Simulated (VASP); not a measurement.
Wanted: the native input for a VASP 6.6.1 run.

| Property | Result |
| --- | --- |
| Task | single point |
| Functional | PBE |
| Potentials or basis | VASP PAW PBE potentials, release 64 (Zr_sv, Si, O) |
| Cutoff | 520 eV |
| k mesh | 6 × 6 × 4 |
| Occupations | gaussian, width 0.02 eV |
| Spin | no spin polarisation |
| Dipole correction | no |
| Further INCAR settings | ALGO = Normal; EDIFF = 1e-06; NBANDS = 38 |

The structure of ZrSi2O6 lies in POSCAR:

```
ZrSi2O6
1.0
    2.6059800000     -4.9806660000      0.0000000000
    2.6059800000      4.9806660000      0.0000000000
    0.0000000000      0.0000000000      6.0403040000
Zr Si O
1 2 6
Direct
    0.5000000000      0.5000000000      0.5000000000
    0.0000000000      0.5000000000      0.8447630000
    0.5000000000      0.0000000000      0.1552370000
    0.8233670000      0.5874280000      0.6896070000
    0.2232670000      0.7767330000      0.0000000000
    0.5874280000      0.8233670000      0.3103930000
    0.1766330000      0.4125720000      0.6896070000
    0.7767330000      0.2232670000      0.0000000000
    0.4125720000      0.1766330000      0.3103930000
```

The input as run:

INCAR

```
SYSTEM = ZrSi2O6
  ALGO = Normal
  EDIFF = 1E-6
  ENCUT = 520
  GGA = PE
  ISIF = 2
  ISMEAR = 0
  LASPH = .True.
  LCHARG = .False.
  LREAL = .False.
  LWAVE = .False.
  NBANDS = 38
  NELM = 60
  PREC = Accurate
  SIGMA = 0.02
```

KPOINTS

```
k-points
0
Gamma
  6 6 4
  0 0 0
```

Potentials or basis: VASP PAW PBE potentials, release 64 (Zr_sv, Si, O).

Run with:

```console
$ cat potpaw_PBE.64/Zr_sv/POTCAR potpaw_PBE.64/Si/POTCAR potpaw_PBE.64/O/POTCAR > POTCAR
$ mpirun -np 1 vasp_std > vasp.out
```

Results of the run:

* Pressure: 0.2 GPa
* Largest force: 0.025 eV/Å
* Band gap on the k mesh: 5.05 eV (least direct gap 5.28 eV)

Run time: 7.4 min on 1 thread of AMD EPYC 7R13, on a shared host, peak memory 0.35 GiB.
